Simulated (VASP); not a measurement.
Write the native input for VASP 6.6.1 that does the following.

```yaml
Task: single point
Functional: PBE
Dispersion: D3(BJ)
Potentials_or_basis: VASP PAW PBE potentials, release 64 (Mg, Si)
Cutoff: 520 eV
k_mesh: 2 × 3 × 1
Occupations: gaussian, width 0.05 eV
Spin: no spin polarisation
Dipole_correction: yes
Further_INCAR_settings: LREAL = Auto; ALGO = Normal; EDIFF = 1e-06; NBANDS = 39
```

The structure of Mg2Si lies in POSCAR:

```
Mg2Si
1.0
    8.8723031286      0.0000000000      0.0000000000
    0.0000000000      6.2736657070      0.0000000000
    0.0000000000      0.0000000000     20.4361515643
Mg Si
12 6
Direct
    0.5000000000      0.7500000000      0.3914631370
    0.0000000000      0.7500000000      0.3914631370
    0.5000000000      0.2500000000      0.3914631370
    0.0000000000      0.2500000000      0.3914631370
    0.7500000000      0.2621336283      0.5022128078
    0.2500000000      0.2621336283      0.5022128078
    0.7500000000      0.7378663717      0.5022128078
    0.2500000000      0.7378663717      0.5022128078
    0.0000000000      0.7341746768      0.6083774332
    0.5000000000      0.7341746768      0.6083774332
    0.0000000000      0.2658253232      0.6083774332
    0.5000000000      0.2658253232      0.6083774332
    0.2500000000      0.5000000000      0.3914631370
    0.7500000000      0.5000000000      0.3914631370
    0.5000000000      0.0000000000      0.5018520679
    0.0000000000      0.0000000000      0.5018520679
    0.7500000000      0.5000000000      0.6154571083
    0.2500000000      0.5000000000      0.6154571083
```

The input as run:

INCAR

```
SYSTEM = Mg2Si
PREC     = Accurate       ! precision mode
ENCUT    = 520            ! plane-wave cutoff, eV
EDIFF    = 1E-6           ! SCF threshold, eV
ISMEAR   = 0              ! smearing method
SIGMA    = 0.05           ! smearing width, eV
LREAL    = Auto         
LASPH    = .TRUE.         ! aspherical terms in the spheres
NELM     = 100            ! most SCF steps
ALGO     = Normal         ! electronic algorithm
ISIF     = 2              ! what is computed and relaxed
LWAVE    = .FALSE.        ! write WAVECAR
LCHARG   = .FALSE.        ! write CHGCAR
LDIPOL   = .TRUE.       
IDIPOL   = 3            
DIPOL    = 0.5 0.5 0.501
GGA      = PE             ! functional
IVDW     = 12             ! dispersion correction
NBANDS   = 39             ! bands
```

KPOINTS

```
Automatic mesh
0
G
  2 3 1
  0 0 0
```

Potentials or basis: VASP PAW PBE potentials, release 64 (Mg, Si).

The run is started by

```console
$ cat potpaw_PBE.64/Mg/POTCAR potpaw_PBE.64/Si/POTCAR > POTCAR
$ mpirun -np 1 vasp_std > vasp.out
```

It gave:

```json
{"Largest force": "0.536 eV/Å", "Band gap on the k mesh": "zero (bands 24 and 25 overlap by 0.02 eV)", "Dispersion energy per atom": "-0.204 eV"}
```

Wall time 5.1 min on 1 thread of Intel(R) Xeon(R) 6975P-C (Granite Rapids), on a shared host, peak memory 0.92 GiB.
